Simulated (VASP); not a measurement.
Crystal: Pt.

```
Pt
1.0
     2.53562    0.00000    0.00000
     0.00000    2.53562    0.00000
     0.00000    0.00000    2.53562
Pt
1
Direct
  0.00000 0.00000 0.00000
```

This isn't the form of Pt at room conditions, which is fcc.

```yaml
Program: VASP 6.6.1
Task: relaxation of cell and atoms
Functional: LDA
Potentials_or_basis: VASP PAW LDA potentials, release 64 (Pt)
Cutoff: 600 eV
k_mesh: 12 × 12 × 12
Occupations: fermi-dirac, width 0.1 eV
Spin: no spin polarisation
```

At the start: pressure 11.1 GPa; volume 16.30 Å³/atom.

Where does the relaxation end?

Over 4 steps the energy falls by 23.6 meV/atom and the volume is 17.02 Å³/atom (+4.4 %); space group Pm-3m (No. 221, to 0.1 Å) before and after.

The path:
```
step  energy change (eV)  largest force (eV/Å)  pressure (GPa)  volume (Å³)
   1              0.0000                0.0000           11.10        16.30
   2              0.1238                0.0000          -19.88        19.12
   3             -0.0236                0.0000           -0.46        17.05
   4             -0.0236                0.0000           -0.04        17.02
```

Final structure:
```
Pt
1.0
     2.57218    0.00000    0.00000
     0.00000    2.57218    0.00000
     0.00000    0.00000    2.57218
Pt
1
Direct
  0.00000 0.00000 0.00000
```
